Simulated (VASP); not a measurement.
# LaAl15N16 (a cell with a defect) in VASP: electric field gradients with PBE

Aim: the electric field gradients of LaAl15N16 (a cell with a defect) with PBE.

Everything below comes from runs of VASP 6.6.1. Logs are shortened: lines on timing, memory, paths and dates and some standing lists are left out, and cuts for length are marked.

### Step 1. The cell of the first run

The cell holds a defect, 32 atoms: a = 6.226 Å, b = 6.226 Å, c = 9.962 Å, α = 90.00°, β = 90.00°, γ = 120.00°.

### Step 2. Electric field gradients, PBE

INCAR

```
PREC = Accurate
ENCUT = 520
EDIFF = 1E-8
ISMEAR = -1
SIGMA = 0.01
LREAL = Auto
LASPH = True
NELM = 60
ALGO = Normal
ISIF = 2
LWAVE = False
LCHARG = False
GGA = PE
LEFG = True
NBANDS = 90
```

KPOINTS

```
regular mesh
0
Gamma
  4 4 2
```

POSCAR

```
LaAl15N16
1.0
    6.2260000000      0.0000000000      0.0000000000
   -3.1130000000      5.3918741640      0.0000000000
    0.0000000000      0.0000000000      9.9620000000
La Al N
1 15 16
Direct
    0.1666666666      0.3333333334      0.0000000000
    0.1666666666      0.3333333334      0.5000000000
    0.1666666666      0.8333333334      0.0000000000
    0.1666666666      0.8333333334      0.5000000000
    0.6666666666      0.3333333334      0.0000000000
    0.6666666666      0.3333333334      0.5000000000
    0.6666666666      0.8333333334      0.0000000000
    0.6666666666      0.8333333334      0.5000000000
    0.3333333334      0.1666666666      0.2500000000
    0.3333333334      0.1666666666      0.7500000000
    0.3333333334      0.6666666666      0.2500000000
    0.3333333334      0.6666666666      0.7500000000
    0.8333333334      0.1666666666      0.2500000000
    0.8333333334      0.1666666666      0.7500000000
    0.8333333334      0.6666666666      0.2500000000
    0.8333333334      0.6666666666      0.7500000000
    0.1666666666      0.3333333334      0.1900000000
    0.1666666666      0.3333333334      0.6900000000
    0.1666666666      0.8333333334      0.1900000000
    0.1666666666      0.8333333334      0.6900000000
    0.6666666666      0.3333333334      0.1900000000
    0.6666666666      0.3333333334      0.6900000000
    0.6666666666      0.8333333334      0.1900000000
    0.6666666666      0.8333333334      0.6900000000
    0.3333333334      0.1666666666      0.4400000000
    0.3333333334      0.1666666666      0.9400000000
    0.3333333334      0.6666666666      0.4400000000
    0.3333333334      0.6666666666      0.9400000000
    0.8333333334      0.1666666666      0.4400000000
    0.8333333334      0.1666666666      0.9400000000
    0.8333333334      0.6666666666      0.4400000000
    0.8333333334      0.6666666666      0.9400000000
```

Potentials or basis: VASP PAW PBE potentials, release 64 (La, Al, N).

Run with:

```
$ cat potpaw_PBE.64/La/POTCAR potpaw_PBE.64/Al/POTCAR potpaw_PBE.64/N/POTCAR > POTCAR
$ mpirun -np 1 vasp_std > vasp.out
```

OUTCAR:

```text
PREC = Accurate
   ENCUT = 520
   EDIFF = 1E-8
   ISMEAR = -1
   LREAL = Auto
   LASPH = True
   NELM = 60
   ISIF = 2
   GGA = PE

 ion  position               nearest neighbor table
   1  0.167  0.333  0.000-  17 1.89  30 1.89  28 1.89  26 1.89  13 3.07  14 3.07  11 3.07  12 3.07
                             9 3.07  10 3.07   5 3.11   5 3.11   7 3.11   3 3.11   3 3.11   7 3.11
   2  0.167  0.333  0.500-  18 1.89  29 1.89  27 1.89  25 1.89  13 3.07  14 3.07  11 3.07  12 3.07
                             9 3.07  10 3.07   6 3.11   6 3.11   8 3.11   4 3.11   4 3.11   8 3.11
   3  0.167  0.833  0.000-  19 1.89  32 1.89  26 1.89  28 1.89  15 3.07  16 3.07   9 3.07  10 3.07
                            11 3.07  12 3.07   7 3.11   7 3.11   1 3.11   1 3.11   5 3.11   5 3.11
   4  0.167  0.833  0.500-  20 1.89  31 1.89  25 1.89  27 1.89  15 3.07  16 3.07   9 3.07  10 3.07
                            11 3.07  12 3.07   8 3.11   8 3.11   2 3.11   2 3.11   6 3.11   6 3.11
   5  0.667  0.333  0.000-  21 1.89  26 1.89  32 1.89  30 1.89   9 3.07  10 3.07  15 3.07  16 3.07
                            13 3.07  14 3.07   1 3.11   1 3.11   7 3.11   7 3.11   3 3.11   3 3.11
   6  0.667  0.333  0.500-  22 1.89  25 1.89  31 1.89  29 1.89   9 3.07  10 3.07  15 3.07  16 3.07
                            13 3.07  14 3.07   2 3.11   2 3.11   8 3.11   8 3.11   4 3.11   4 3.11
   7  0.667  0.833  0.000-  23 1.89  28 1.89  30 1.89  32 1.89  11 3.07  12 3.07  13 3.07  14 3.07
                            15 3.07  16 3.07   3 3.11   3 3.11   5 3.11   5 3.11   1 3.11   1 3.11
   8  0.667  0.833  0.500-  24 1.89  27 1.89  29 1.89  31 1.89  11 3.07  12 3.07  13 3.07  14 3.07
                            15 3.07  16 3.07   4 3.11   4 3.11   6 3.11   6 3.11   2 3.11   2 3.11
   9  0.333  0.167  0.250-  25 1.89  21 1.89  19 1.89  17 1.89   5 3.07   6 3.07   3 3.07   4 3.07
[... 17 lines left out ...]
  19  0.167  0.833  0.190-   3 1.89  15 1.89   9 1.89  11 1.89
  20  0.167  0.833  0.690-   4 1.89  16 1.89  10 1.89  12 1.89
  21  0.667  0.333  0.190-   5 1.89   9 1.89  15 1.89  13 1.89
  22  0.667  0.333  0.690-   6 1.89  10 1.89  16 1.89  14 1.89
[... 8 lines left out ...]
  31  0.833  0.667  0.440-  15 1.89   4 1.89   6 1.89   8 1.89
  32  0.833  0.667  0.940-  16 1.89   3 1.89   5 1.89   7 1.89

  LATTYP: Found a hexagonal cell.
 ALAT       =     6.2260000000
 C/A-ratio  =     1.6000642467

  Lattice vectors:

 A1 = (   6.2260000000,   0.0000000000,   0.0000000000)
 A2 = (  -3.1130000000,   5.3918741640,   0.0000000000)
 A3 = (   0.0000000000,   0.0000000000,   9.9620000000)

Analysis of symmetry for initial positions (statically):
=====================================================================
 Subroutine PRICEL returns:
 Original cell was already a primitive cell.

 Routine SETGRP: Setting up the symmetry group for a
 hexagonal supercell.

 Subroutine GETGRP returns: Found  6 space group operations
 (whereof  2 operations were pure point group operations)
 out of a pool of 24 trial point group operations.

The static configuration has the point symmetry C_1h.
 The point group associated with its full space group is C_3v.

Analysis of symmetry for dynamics (positions and initial velocities):
=====================================================================
 Subroutine PRICEL returns:
 Original cell was already a primitive cell.

 Routine SETGRP: Setting up the symmetry group for a
 hexagonal supercell.

 Subroutine GETGRP returns: Found  6 space group operations
 (whereof  2 operations were pure point group operations)
 out of a pool of 24 trial point group operations.

The dynamic configuration has the point symmetry C_1h.
 The point group associated with its full space group is C_3v.

 Subroutine INISYM returns: Found  6 space group operations
 (whereof  2 operations are pure point group operations),
 and found     1 'primitive' translations

----------------------------------------------------------------------------------------

                                     Primitive cell

  volume of cell :     334.4224

  direct lattice vectors                    reciprocal lattice vectors
     6.226000000  0.000000000  0.000000000     0.160616768  0.092732134  0.000000000
    -3.113000000  5.391874164  0.000000000     0.000000000  0.185464269  0.000000000
     0.000000000  0.000000000  9.962000000     0.000000000  0.000000000  0.100381450

  length of vectors
     6.226000000  6.226000000  9.962000000     0.185464269  0.185464269  0.100381450

[... 138 lines left out ...]
   ISMEAR =    -1;   SIGMA  =   0.01  broadening in eV -4-tet -1-fermi 0-gaus
   EFERMI_NEDOS =   21; number of points for ismear=-14 and -15
   IALGO  =     38    algorithm
   IMIX   =      4    mixing-type and parameters
     AMIX     =   0.40;   BMIX     =  1.00
     AMIX_MAG =   1.60;   BMIX_MAG =  1.00
  volume/ion in A,a.u.               =      10.45        70.52
  Fermi-wavevector in a.u.,A,eV,Ry     =   1.212893  2.292036 20.015675  1.471111
  Thomas-Fermi vector in A             =   2.348363
   LORBIT       =      0    0 simple, 1 ext, 2 COOP (PROOUT), +10 PAW based schemes
   GGA     = PE    functional components
   LHFCALC =     F    Hartree Fock is set to
   AEXX    =    0.0000 exact exchange contribution
   IVDW    =     0    specifies the selected vdW correction
   LEPSILON=     F    determine dielectric tensor
   LRPA    =     F    only Hartree local field effects (RPA)
 non-spin polarized calculation
  energy-cutoff  :      520.00
  volume of cell :      334.42
 maximum number of plane-waves:      9043
 NGX is ok and might be reduce to    48
   NGX = 23   NGY = 23   NGZ = 37

 number of electron     135.9999973 magnetization

 Free energy of the ion-electron system (eV)
  ---------------------------------------------------
  ext. energy  EPLUGINS =         0.00000000
  ---------------------------------------------------
  free energy    TOTEN  =      -227.85125262 eV

  energy without entropy =     -227.85125262  energy(sigma->0) =     -227.85125262

 E-fermi :   8.9838     XC(G=0): -11.0685

 val. band max:        8.6403868077   @ k =   0.2500   0.2500   0.5000
 cond. band min:      10.5462757147   @ k =   0.0000   0.0000   0.0000
 fundamental gap:      1.9058889070
 Fermi energy:         8.9837577667

 k-point     1 :       0.0000    0.0000    0.0000
  band No.  band energies     occupation
      1     -21.0731      2.00000
      2      -9.4731      2.00000
      3      -9.2798      2.00000
      4      -9.2798      2.00000
      5      -8.3978      2.00000
      6      -7.5624      2.00000
[... 653 lines left out ...]
     79      13.4487      0.00000
     80      13.7297      0.00000
 [bands above 80 left out]

------------------------ aborting loop because EDIFF is reached ----------------------------------------

  FORCE on cell =-STRESS in cart. coord.  units (eV):
  Direction    XX          YY          ZZ          XY          YZ          ZX
  --------------------------------------------------------------------------------------
  -------------------------------------------------------------------------------------
  Total       42.1756531     42.1756531     45.8500493      0.0000000     -0.0000000      0.0000000
  in kB      202.0584406    202.0584406    219.6620276      0.0000000     -0.0000000      0.0000000
  external PRESSURE =     207.9263029 kB  Pullay stress =       0.0000000 kB

 VOLUME and BASIS-vectors are now :
 -----------------------------------------------------------------------------
  energy-cutoff  :      520.00
  volume of cell :      334.42
      direct lattice vectors                 reciprocal lattice vectors
     6.226000000  0.000000000  0.000000000     0.160616768  0.092732134  0.000000000
    -3.113000000  5.391874164  0.000000000     0.000000000  0.185464269  0.000000000
     0.000000000  0.000000000  9.962000000     0.000000000  0.000000000  0.100381450

 POSITION                                       TOTAL-FORCE (eV/Angst)
 -----------------------------------------------------------------------------------
     -0.00000      1.79729      0.00000        -0.000000     -0.000000     -0.619535
     -0.00000      1.79729      4.98100        -0.000000     -0.000000     -0.502765
     -1.55650      4.49323      0.00000         0.602601      0.347912     -0.583914
     -1.55650      4.49323      4.98100         0.030439      0.017574     -0.033581
      3.11300      1.79729      0.00000        -0.000000     -0.695824     -0.583914
      3.11300      1.79729      4.98100        -0.000000     -0.035148     -0.033581
[... 24 lines left out ...]
      3.11300      3.59458      4.38328        -0.000000     -0.000000     -0.042765
      3.11300      3.59458      9.36428        -0.000000     -0.000000      0.330009
 -----------------------------------------------------------------------------------
    total drift:                               -0.000001     -0.000001      0.024367

  FREE ENERGIE OF THE ION-ELECTRON SYSTEM (eV)
  ---------------------------------------------------
  free  energy   TOTEN  =      -227.8512526192 eV

  energy  without entropy=     -227.8512526192  energy(sigma->0) =     -227.85125262

 Electric field gradients (V/A^2)
---------------------------------------------------------------------
 ion       V_xx      V_yy      V_zz      V_xy      V_xz      V_yz
---------------------------------------------------------------------
   1      29.207    29.206   -58.413    -0.001     0.000    -0.000
   2      -2.158    -2.158     4.315    -0.000     0.000    -0.000
   3      -2.008     0.765     1.243    -2.401     2.560     1.478
   4      -1.062    -1.009     2.071    -0.046     0.187     0.108
   5       2.152    -3.395     1.243     0.000     0.000    -2.956
   6      -0.982    -1.088     2.071    -0.000     0.000    -0.216
[... 24 lines left out ...]
  31      -0.033    -0.033     0.066    -0.000     0.000    -0.000
  32       2.236     2.236    -4.471    -0.000     0.000    -0.000
---------------------------------------------------------------------

 Electric field gradients after diagonalization (V/A^2)
 (convention: |V_zz| > |V_xx| > |V_yy|)
----------------------------------------------------------------------
 ion       V_xx      V_yy      V_zz     asymmetry (V_yy - V_xx)/ V_zz
----------------------------------------------------------------------
   1      29.207    29.206   -58.413       0.000
   2      -2.158    -2.158     4.315       0.000
   3       2.681     2.152    -4.833       0.110
   4      -1.103    -0.982     2.085       0.058
   5       2.681     2.152    -4.833       0.110
   6      -1.103    -0.982     2.085       0.058
[... 24 lines left out ...]
  31      -0.033    -0.033     0.066       0.006
  32       2.236     2.236    -4.471       0.000
----------------------------------------------------------------------

           NMR quadrupolar parameters

 Cq : quadrupolar parameter    Cq=e*Q*V_zz/h
 eta: asymmetry parameters     (V_yy - V_xx)/ V_zz
 Q  : nuclear electric quadrupole moment in mb (millibarn)
----------------------------------------------------------------------
 ion       Cq(MHz)       eta       Q (mb)
----------------------------------------------------------------------
   1      -0.141       0.000       1.000
   2       0.010       0.000       1.000
   3      -0.012       0.110       1.000
   4       0.005       0.058       1.000
   5      -0.012       0.110       1.000
   6       0.005       0.058       1.000
[... 24 lines left out ...]
  31       0.000       0.006       1.000
  32      -0.011       0.000       1.000
----------------------------------------------------------------------
```

Run time: 12 min. Hardware: 1 thread of AMD EPYC 7R43 (Zen 3), shared host; peak memory 0.48 GiB.

Results:

| Quantity | Value |
| --- | --- |
| Free energy | -227.8513 eV |
| Pressure | 20.8 GPa |
| Largest force | 12.008 eV/Å |
| Band gap on the k mesh | 1.91 eV |
| Largest electric field gradient by atom | La -58.4; Al +4.3, -4.8, +2.1, -1.1, +4.7, +1.2 (each value once); N -28.9, +3.5, +3.8, -2.9, -2.4, -30.1, +0.1, -4.5 (each value once) V/Å² |

Forces on the atoms (eV/Å):
```
La   0.000  0.000 -0.620
Al   0.000  0.000 -0.503
Al   0.603  0.348 -0.584
Al   0.030  0.018 -0.034
Al   0.000 -0.696 -0.584
Al   0.000 -0.035 -0.034
Al  -0.603  0.348 -0.584
Al  -0.030  0.018 -0.034
Al   0.043 -0.025  0.674
Al   0.699 -0.403 -0.222
Al   0.000  0.049  0.674
Al   0.000  0.807 -0.222
Al  -0.043 -0.025  0.674
Al  -0.699 -0.403 -0.222
Al   0.000  0.000  0.109
Al   0.000  0.000 -0.400
N    0.000  0.000 12.008
N    0.000  0.000  0.493
N   -0.076 -0.044 -0.081
N   -0.152 -0.088 -0.031
N    0.000  0.088 -0.081
N    0.000  0.175 -0.031
N    0.076 -0.044 -0.081
N    0.152 -0.088 -0.031
N    0.132 -0.076  0.205
N    9.440 -5.450 -3.720
N    0.000  0.152  0.205
N    0.000 10.900 -3.720
N   -0.132 -0.076  0.205
N   -9.440 -5.450 -3.720
N    0.000  0.000 -0.043
N    0.000  0.000  0.330
```

Electric field gradients, principal values (V/Å²):
```tsv
atom	least	middle	greatest (by size)
1 La	29.206	29.207	-58.413
2 Al	-2.158	-2.158	4.315
3 Al	2.152	2.681	-4.833
4 Al	-0.982	-1.103	2.085
5 Al	2.152	2.681	-4.833
6 Al	-0.982	-1.103	2.085
7 Al	2.151	2.681	-4.833
8 Al	-0.982	-1.103	2.085
9 Al	0.187	0.954	-1.142
10 Al	-1.981	-2.671	4.652
11 Al	0.187	0.954	-1.142
12 Al	-1.981	-2.671	4.652
13 Al	0.187	0.954	-1.142
14 Al	-1.981	-2.671	4.652
15 Al	-0.606	-0.606	1.211
16 Al	-2.144	-2.144	4.288
17 N	14.466	14.466	-28.932
18 N	-1.751	-1.751	3.502
19 N	-1.408	-2.380	3.788
20 N	1.143	1.785	-2.928
21 N	-1.408	-2.380	3.788
22 N	1.143	1.785	-2.928
23 N	-1.408	-2.380	3.788
24 N	1.143	1.785	-2.928
25 N	0.739	1.686	-2.425
26 N	13.737	16.356	-30.092
27 N	0.739	1.686	-2.425
28 N	13.737	16.356	-30.093
29 N	0.739	1.686	-2.425
30 N	13.737	16.356	-30.093
31 N	-0.033	-0.033	0.066
32 N	2.236	2.236	-4.471
```

Caveat: without QUAD_EFG the Cq values of the log hold for a quadrupole moment of 1 mb, not for the nuclei; spin-orbit coupling is left out, which moves the levels of the heavy elements.
